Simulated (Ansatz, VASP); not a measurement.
One calculation of B, two programs

Contents of INCAR:

```
SYSTEM = B
PREC = Accurate
ENCUT = 500
EDIFF = 1E-6
ISMEAR = -1
SIGMA = 0.1
LREAL = .FALSE.
LASPH = .TRUE.
NELM = 120
ALGO = Normal
ISIF = 2
LWAVE = .FALSE.
LCHARG = .FALSE.
GGA = PE
NBANDS = 14
GGA_COMPAT = .FALSE.
```

The input KPOINTS:

```
Automatic mesh
0
G
  23 23 2
  0 0 0
```

Contents of POSCAR:

```
B
1.0
    1.6681722531      0.0000000000      0.0000000000
   -0.8340861265      1.4446795491      0.0000000000
    0.0000000000      0.0000000000     17.8258914990
B
4
Direct
    1.0000000000      1.0000000000      1.0000000000
    1.0000000000      1.0000000000      0.5000000000
    0.3333333333      0.6666666667      0.2500000000
    0.6666666667      0.3333333333      0.7500000000
```

Input for Ansatz:

```yaml
crystal:
  lattice:
    - [1.6681722531, 0.0, 0.0]
    - [-0.8340861265, 1.4446795491, 0.0]
    - [0.0, 0.0, 17.825891499]
  atoms:
    - { symbol: B, position: [1.0, 1.0, 1.0] }
    - { symbol: B, position: [1.0, 1.0, 0.5] }
    - { symbol: B, position: [0.3333333333, 0.6666666667, 0.25] }
    - { symbol: B, position: [0.6666666667, 0.3333333333, 0.75] }
hamiltonian:
  xc: pbe
  pseudopotentials:
    kind: paw
    azcp:
      B: "pseudopotentials/B.paw.azcp"
basis:
  ecutwfc: 420
  fft_grid_basis: typed
kpoints:
  mp_grid: { grid: [23, 23, 2], shift: [0, 0, 0] }
magnetization:
  spin_polarized: false
scf:
  occupations: { method: fermi_dirac, width: 0.1 }
  lower_state_search: "off"
output:
  stress: true
  write_density: true
  write_potential: true
  elf: true
  volumetric_format: npy
```

Alike in both runs: task single point; functional PBE; k mesh 23 × 23 × 2; occupations fermi-dirac, width 0.1 eV; no spin polarisation.

|  | VASP | Ansatz |
| --- | --- | --- |
| version | VASP 6.6.1 | Ansatz 0.2.0 |
| potentials or method | VASP PAW PBE potentials, release 64 (B), cutoff 500 eV | plane waves (420 eV) with PAW, scalar-relativistic |
| valence electrons in the cell | 12 | 12 |

VASP gave:

* pressure (GPa): 12.5
* traceless stress, the component that is largest in VASP (GPa): -12.75

Question: What did Ansatz give for the same quantities?

Answer: Pressure (GPa): 12.5; traceless stress, the component that is largest in VASP (GPa): -12.72.
